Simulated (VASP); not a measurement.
Wanted: the native input for a VASP 6.6.1 run.

* Task: single point
* Functional: PBE
* Potentials or basis: VASP PAW PBE potentials, release 64 (Al, Co, Ni)
* Cutoff: 520 eV
* k mesh: 8 × 4 × 4
* Occupations: gaussian, width 0.2 eV
* Spin: no spin polarisation
* Dipole correction: no
* Further INCAR settings: ALGO = Fast; EDIFF = 1e-07; NBANDS = 50

The structure of Al3CoNi2 lies in POSCAR:

```
Al3CoNi2
1.0
   -0.0001469004     -2.8593652545      0.0000058565
   -5.7186865835     -0.0003044546     -0.0000386530
    0.0004369846     -0.0003241001     -8.7723156080
Al Co Ni
6 2 4
Direct
    0.5000322762      0.7499881501      0.9999769946
    0.4999982028      0.2500580228      0.9999954769
    0.4999457266      0.7500061110      0.6635700356
    0.5000706336      0.2499962400      0.6635169593
    0.5000680853      0.7499914211      0.3364482188
    0.5000167287      0.2499901310      0.3364476347
    0.9999832961      0.5000081855      0.4999889562
   -0.0000117700     -0.0000179633      0.5000138461
    1.0000075945      1.0000203270      0.1684811619
    0.9999782408      0.4999880689      0.1685136464
   -0.0000442439      1.0000287876      0.8315714159
    0.9999552292      0.4999425182      0.8314756540
```

One way to write it, as run:

INCAR

```
ALGO = Fast
EDIFF = 1E-7
ENCUT = 520
GGA = PE
ISIF = 2
ISMEAR = 0
LASPH = True
LCHARG = True
LELF = True
LREAL = False
LVHAR = True
LWAVE = False
NBANDS = 50
NELM = 100
PREC = Accurate
SIGMA = 0.2
```

KPOINTS

```
k-points
0
Gamma
  8 4 4
```

Potentials or basis: VASP PAW PBE potentials, release 64 (Al, Co, Ni).

Launch:

```console
$ cat potpaw_PBE.64/Al/POTCAR potpaw_PBE.64/Co/POTCAR potpaw_PBE.64/Ni/POTCAR > POTCAR
$ mpirun -np 1 vasp_std > vasp.out
```

Results of the run:

```json
{
 "Pressure": "0.0 GPa",
 "Largest force": "0.004 eV/Å",
 "Band gap on the k mesh": "zero (bands 38 and 39 overlap by 1.59 eV)"
}
```

Caveat: the run has no spin polarisation, though such a crystal can be magnetic.

It took 7.2 min on 1 thread of Intel(R) Xeon(R) Platinum 8559C (Emerald Rapids), with other jobs on the host, peak memory 0.54 GiB.
